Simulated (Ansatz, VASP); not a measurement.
NiMoIrPdW: VASP beside Ansatz

```
Ni Mo Pd Ir W
1.0
     2.39058   -1.45945    0.00924
     2.39058    1.45945    0.00924
    -2.24927    0.00000   11.13799
Ni Mo Pd Ir W
1 1 1 1 1
Cartesian
  1.7187 0.0000 3.2977
  -0.5324 0.0000 10.1645
  0.0790 0.0000 5.4690
  3.3421 0.0000 1.2170
  1.7222 0.0000 7.7431
```

Alike in both runs: task single point; functional PBE; k mesh 11 × 11 × 3; occupations fermi-dirac, width 0.05 eV; collinear spin.

|  | VASP | Ansatz |
| --- | --- | --- |
| version | VASP 6.6.1 | Ansatz 0.2.0 |
| potentials or method | VASP PAW PBE potentials, release 64 (Ni, Mo_sv, Pd, Ir, W_sv) | Ansatz PAW |
| plane-wave cutoff (eV) | 520 | 420 |
| valence electrons in the cell | 57 | 81 |

```tsv
	VASP	Ansatz	Ansatz less VASP
gap on the k mesh at the Fermi level (eV)	none	none	-
pressure (GPa)	-12.6	-12.8	-0.25
traceless stress, the component that is largest in VASP (GPa)	-0.15	-0.15	+0.005
rms of the force components (eV/Å)	0.104	0.108	+0.0034
net moment per atom (μB)	0.00	0.00	0.000
```

Atom by atom the forces differ by 0.005 eV/Å (rms over components). A gap of «none» marks a metal or a gap that the smearing closes. VASP's potentials hold 57 valence electrons a cell and Ansatz's 81, so a difference there can come from the potentials and not from the codes.

Spin-orbit coupling is off throughout.
